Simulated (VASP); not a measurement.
# Mg3Ti (I4/mmm) in VASP: single point with PBEsol

Aim: the single point of Mg3Ti with PBEsol.

Everything below comes from runs of VASP 6.6.1. Logs are shortened: lines on timing, memory, paths and dates and some standing lists are left out, and cuts for length are marked.

## (1) The cell of the first run

It takes space group I4/mmm (No. 139, tetragonal). The conventional cell has a = 4.402 Å, b = 4.402 Å, c = 8.755 Å, α = 90.00°, β = 90.00°, γ = 90.00°. Mg (site symmetry 4/mmm) has 8 Mg at 3.10 Å and 4 Ti at 3.11 Å within 4.1 Å. Mg (site symmetry -4m2) has 8 Mg at 3.10 to 3.11 Å and 4 Ti at 3.10 Å within 4.1 Å. Ti (site symmetry 4/mmm) has 12 Mg at 3.10 to 3.11 Å within 4.1 Å.

## (2) Single point, PBEsol

Contents of INCAR:

```
SYSTEM = Mg3Ti
  ALGO = Normal
  EDIFF = 1E-6
  ENCUT = 520
  GGA = PS
  ISIF = 2
  ISMEAR = 1
  LASPH = .TRUE.
  LCHARG = .FALSE.
  LREAL = .FALSE.
  LWAVE = .FALSE.
  NBANDS = 17
  NELM = 100
  PREC = Accurate
  SIGMA = 0.1
```

Contents of KPOINTS:

```
k-points
0
G
  7 7 7
  0 0 0
```

Contents of POSCAR:

```
Mg3Ti
1.0
   -2.2009700000      2.2009700000      4.3775730000
    2.2009700000     -2.2009700000      4.3775730000
    2.2009700000      2.2009700000     -4.3775730000
Mg Ti
3 1
Direct
    0.5000000000      0.5000000000      0.0000000000
    0.2500000000      0.7500000000      0.5000000000
    0.7500000000      0.2500000000      0.5000000000
    0.0000000000      0.0000000000      0.0000000000
```

Potentials or basis: VASP PAW PBE potentials, release 64 (Mg, Ti_sv).

On the command line:

```bash
cat potpaw_PBE.64/Mg/POTCAR potpaw_PBE.64/Ti_sv/POTCAR > POTCAR
mpirun -np 1 vasp_std > vasp.out
```

OUTCAR:

```text
SYSTEM = Mg3Ti
   EDIFF = 1E-6
   ENCUT = 520
   GGA = PS
   ISIF = 2
   ISMEAR = 1
   LASPH = .TRUE.
   LREAL = .FALSE.
   NELM = 100
   PREC = Accurate

 ion  position               nearest neighbor table
   1  0.500  0.500  0.000-   2 3.10   3 3.10   2 3.10   3 3.10   2 3.10   3 3.10   2 3.10   3 3.10
                             4 3.11   4 3.11   4 3.11   4 3.11
   2  0.250  0.750  0.500-   4 3.10   1 3.10   1 3.10   4 3.10   1 3.10   4 3.10   4 3.10   1 3.10
                             3 3.11   3 3.11   3 3.11   3 3.11
   3  0.750  0.250  0.500-   1 3.10   4 3.10   1 3.10   4 3.10   1 3.10   4 3.10   1 3.10   4 3.10
                             2 3.11   2 3.11   2 3.11   2 3.11
   4  0.000  0.000  0.000-   3 3.10   2 3.10   2 3.10   3 3.10   2 3.10   3 3.10   3 3.10   2 3.10
                             1 3.11   1 3.11   1 3.11   1 3.11

  LATTYP: Found a body centered tetragonal cell.
 ALAT       =     4.4019400000
 C/A-ratio  =     1.9889289722

  Lattice vectors:

 A1 = (  -2.2009700000,   2.2009700000,   4.3775730000)
 A2 = (   2.2009700000,  -2.2009700000,   4.3775730000)
 A3 = (   2.2009700000,   2.2009700000,  -4.3775730000)

Analysis of symmetry for initial positions (statically):
=====================================================================
 Subroutine PRICEL returns:
 Original cell was already a primitive cell.

 Routine SETGRP: Setting up the symmetry group for a
 body centered tetragonal supercell.

 Subroutine GETGRP returns: Found 16 space group operations
 (whereof 16 operations were pure point group operations)
 out of a pool of 16 trial point group operations.

The static configuration has the point symmetry D_4h.

Analysis of symmetry for dynamics (positions and initial velocities):
=====================================================================
 Subroutine PRICEL returns:
 Original cell was already a primitive cell.

 Routine SETGRP: Setting up the symmetry group for a
 body centered tetragonal supercell.

 Subroutine GETGRP returns: Found 16 space group operations
 (whereof 16 operations were pure point group operations)
 out of a pool of 16 trial point group operations.

The dynamic configuration has the point symmetry D_4h.

 Subroutine INISYM returns: Found 16 space group operations
 (whereof 16 operations are pure point group operations),
 and found     1 'primitive' translations

----------------------------------------------------------------------------------------

                                     Primitive cell

  volume of cell :      84.8246

  direct lattice vectors                    reciprocal lattice vectors
    -2.200970000  2.200970000  4.377573000     0.000000000  0.227172565  0.114218541
     2.200970000 -2.200970000  4.377573000     0.227172565  0.000000000  0.114218541
     2.200970000  2.200970000 -4.377573000     0.227172565  0.227172565  0.000000000

  length of vectors
     5.371376290  5.371376290  5.371376290     0.254270032  0.254270032  0.321270522

  position of ions in fractional coordinates (direct lattice)
     0.500000000  0.500000000  0.000000000
     0.250000000  0.750000000  0.500000000
     0.750000000  0.250000000  0.500000000
     0.000000000  0.000000000  0.000000000

  ion indices of the primitive-cell ions
   primitive index   ion index
                 1           1
                 2           2
                 3           3
                 4           4

----------------------------------------------------------------------------------------

 KPOINTS: k-points

Automatic generation of k-mesh.
 Grid dimensions read from file:
 generate k-points for:    7    7    7

 Generating k-lattice:

  Cartesian coordinates                     Fractional coordinates (reciprocal lattice)
     0.000000000  0.032453224  0.016316934     0.142857143 -0.000000000  0.000000000
     0.032453224  0.000000000  0.016316934    -0.000000000  0.142857143  0.000000000
     0.032453224  0.032453224  0.000000000     0.000000000  0.000000000  0.142857143

  Length of vectors
     0.036324290  0.036324290  0.045895789

  Shift w.r.t. Gamma in fractional coordinates (k-lattice)
     0.000000000  0.000000000  0.000000000

 Subroutine IBZKPT returns following result:
 ===========================================

 Found     40 irreducible k-points:

 Following reciprocal coordinates:
            Coordinates               Weight
  0.000000  0.000000  0.000000      1.000000
  0.142857  0.000000 -0.000000      8.000000
  0.285714  0.000000 -0.000000      8.000000
  0.428571  0.000000  0.000000      8.000000
  0.142857  0.142857  0.000000      8.000000
  0.285714  0.142857 -0.000000     16.000000
[... 16 lines left out ...]
 -0.142857  0.285714  0.142857      8.000000
 -0.428571  0.428571  0.142857      8.000000
 [... further k-points ...]
   k-points           NKPTS =     40   k-points in BZ     NKDIM =     40   number of bands    NBANDS=     17
   number of dos      NEDOS =    301   number of ions     NIONS =      4
   total plane-waves  NPLWV =  64000
   dimension x,y,z NGX =    40 NGY =   40 NGZ =   40
   dimension x,y,z NGXF=    80 NGYF=   80 NGZF=   80
   ions per type =               3   1
   NGX,Y,Z   is equivalent  to a cutoff of  12.38, 12.38, 12.38 a.u.
   NGXF,Y,Z  is equivalent  to a cutoff of  24.76, 24.76, 24.76 a.u.
 SYSTEM =  Mg3Ti
   PREC   = accura    normal or accurate (medium, high low for compatibility)
   ISTART =      0    job   : 0-new  1-cont  2-samecut
   ICHARG =      2    charge: 1-file 2-atom 10-const
   ISPIN  =      1    spin polarized calculation?
   LNONCOLLINEAR =      F non collinear calculations
   LSORBIT =      F    spin-orbit coupling
   LASPH  =      T    aspherical Exc in radial PAW
   ENCUT  =  520.0 eV  38.22 Ry    6.18 a.u.   9.99  9.99  9.99*2*pi/ulx,y,z
   NELM   =    100;   NELMIN=  2; NELMDL= -5     # of ELM steps
   EDIFF  = 0.1E-05   stopping-criterion for ELM
   LREAL  =      F    real-space projection
   EDIFFG = 0.1E-04   stopping-criterion for IOM
   NSW    =      0    number of steps for IOM
   IBRION =     -1    ionic relax: 0-MD 1-quasi-New 2-CG
   NFREE  =      0    steps in history (QN), initial steepest desc. (CG)
   ISIF   =      2    stress and relaxation
   ISYM   =      2    0-nonsym 1-usesym 2-fastsym
   POTIM  = 0.5000    time-step for ionic-motion
   TEBEG  =    0.0;   TEEND  =   0.0 temperature during run
   PSTRESS=    0.0 pullay stress
   NELECT =      18.0000    total number of electrons
   NUPDOWN=      -1.0000    fix difference up-down
   EMIN   =  10.00;   EMAX   =-10.00  energy-range for DOS
   EFERMI =   0.00;   METHOD = LEGACY
   ISMEAR =     1;   SIGMA  =   0.10  broadening in eV -4-tet -1-fermi 0-gaus
   EFERMI_NEDOS =   21; number of points for ismear=-14 and -15
   IALGO  =     38    algorithm
   IMIX   =      4    mixing-type and parameters
     AMIX     =   0.40;   BMIX     =  1.00
     AMIX_MAG =   1.60;   BMIX_MAG =  1.00
  volume/ion in A,a.u.               =      21.21       143.11
  Fermi-wavevector in a.u.,A,eV,Ry     =   0.976469  1.845259 12.973042  0.953492
  Thomas-Fermi vector in A             =   2.107090
   LORBIT       =      0    0 simple, 1 ext, 2 COOP (PROOUT), +10 PAW based schemes
   GGA     = PS    functional components
   LHFCALC =     F    Hartree Fock is set to
   AEXX    =    0.0000 exact exchange contribution
   IVDW    =     0    specifies the selected vdW correction
   LEPSILON=     F    determine dielectric tensor
   LRPA    =     F    only Hartree local field effects (RPA)
 non-spin polarized calculation
 Methfessel and Paxton  Order N= 1 SIGMA  =   0.10
  energy-cutoff  :      520.00
  volume of cell :       84.82
 maximum number of plane-waves:      2302
   NGX = 19   NGY = 19   NGZ = 19

 number of electron      18.0000002 magnetization

 Free energy of the ion-electron system (eV)
  ---------------------------------------------------
  ext. energy  EPLUGINS =         0.00000000
  ---------------------------------------------------
  free energy    TOTEN  =       -12.42332906 eV

  energy without entropy =      -12.42044430  energy(sigma->0) =      -12.42236747

 E-fermi :   3.5382     XC(G=0):  -9.2668

 val. band max:        3.5214265257   @ k =  -0.2857   0.1429   0.0000
 cond. band min:       3.5436394579   @ k =  -0.2857   0.2857   0.2857
 fundamental gap:      0.0222129322
 Fermi energy:         3.5382326749

 k-point     1 :       0.0000    0.0000    0.0000
  band No.  band energies     occupation
      1     -53.3978      2.00000
      2     -29.7906      2.00000
      3     -29.7290      2.00000
      4     -29.7290      2.00000
      5      -3.0756      2.00000
      6       2.9621      2.00000
[... 9 lines left out ...]
     16       7.5557      0.00000
     17       7.5557      0.00000

 k-point     2 :       0.1429    0.0000   -0.0000
  band No.  band energies     occupation
      1     -53.3978      2.00000
      2     -29.7907      2.00000
      3     -29.7298      2.00000
      4     -29.7290      2.00000
      5      -2.8704      2.00000
      6       2.5965      2.00000
[... 9 lines left out ...]
     16       7.7933      0.00000
     17       8.0038      0.00000

 k-point     3 :       0.2857    0.0000   -0.0000
  band No.  band energies     occupation
      1     -53.3977      2.00000
      2     -29.7907      2.00000
      3     -29.7314      2.00000
      4     -29.7289      2.00000
      5      -2.2635      2.00000
      6       1.4467      2.00000
[... 9 lines left out ...]
     16       8.5268      0.00000
     17       8.9369      0.00000

 k-point     4 :       0.4286    0.0000    0.0000
  band No.  band energies     occupation
      1     -53.3977      2.00000
      2     -29.7907      2.00000
      3     -29.7328      2.00000
      4     -29.7289      2.00000
      5      -1.2836      2.00000
      6       0.0079      2.00000
[... 9 lines left out ...]
     16       8.1480      0.00000
     17       9.6166      0.00000
[... 343 lines left out ...]
      1     -53.3977      2.00000
      2     -29.7906      2.00000
      3     -29.7327      2.00000
      4     -29.7296      2.00000
      5      -1.4786      2.00000
      6       1.0022      2.00000
[... 9 lines left out ...]
     16       7.3149      0.00000
     17       8.1644      0.00000

 k-point    23 :      -0.1429    0.2857    0.1429
  band No.  band energies     occupation
      1     -53.3977      2.00000
      2     -29.7906      2.00000
      3     -29.7327      2.00000
      4     -29.7289      2.00000
      5      -1.5935      2.00000
      6       0.6526      2.00000
[... 9 lines left out ...]
     16       7.9934      0.00000
     17       8.6917      0.00000

 k-point    24 :      -0.4286    0.4286    0.1429
  band No.  band energies     occupation
      1     -53.3976      2.00000
      2     -29.7906      2.00000
      3     -29.7325      2.00000
      4     -29.7311      2.00000
      5      -0.0189      2.00000
      6       0.5216      2.00000
[... 9 lines left out ...]
     16       8.1095      0.00000
     17       8.9510      0.00000

 [... further k-points ...]
[... 5 lines left out ...]
  --------------------------------------------------------------------------------------
  -------------------------------------------------------------------------------------
  Total       -0.7743322     -0.7743322     -1.4195321      0.0000000     -0.0000000     -0.0000000
  in kB      -14.6256866    -14.6256866    -26.8123053      0.0000000     -0.0000000     -0.0000000
  external PRESSURE =     -18.6878929 kB  Pullay stress =       0.0000000 kB

 VOLUME and BASIS-vectors are now :
 -----------------------------------------------------------------------------
  energy-cutoff  :      520.00
  volume of cell :       84.82
      direct lattice vectors                 reciprocal lattice vectors
    -2.200970000  2.200970000  4.377573000     0.000000000  0.227172565  0.114218541
     2.200970000 -2.200970000  4.377573000     0.227172565  0.000000000  0.114218541
     2.200970000  2.200970000 -4.377573000     0.227172565  0.227172565  0.000000000

 POSITION                                       TOTAL-FORCE (eV/Angst)
 -----------------------------------------------------------------------------------
      0.00000      0.00000      4.37757         0.000000     -0.000000     -0.000000
      2.20097      0.00000      2.18879         0.000000     -0.000000      0.000000
      0.00000      2.20097      2.18879        -0.000000      0.000000      0.000000
      0.00000      0.00000      0.00000         0.000000     -0.000000     -0.000000
 -----------------------------------------------------------------------------------
    total drift:                               -0.000000     -0.000000     -0.000000

  FREE ENERGIE OF THE ION-ELECTRON SYSTEM (eV)
  ---------------------------------------------------
  free  energy   TOTEN  =       -12.4233290565 eV

  energy  without entropy=      -12.4204442974  energy(sigma->0) =      -12.42236747
```

Run time: 51 s. Hardware: 1 thread of Intel Xeon Platinum 8488C (Sapphire Rapids), shared host; peak memory 0.26 GiB.

Results:

| Quantity | Value |
| --- | --- |
| Free energy | -12.4233 eV |
| Pressure | -1.9 GPa |
| Band gap on the k mesh | zero (band 9 reaches 3.90 eV, above the bottom of band 10 at 2.91 eV) |

Caveat: the PAW data sets were made with another functional, which shifts forces and pressure a little.
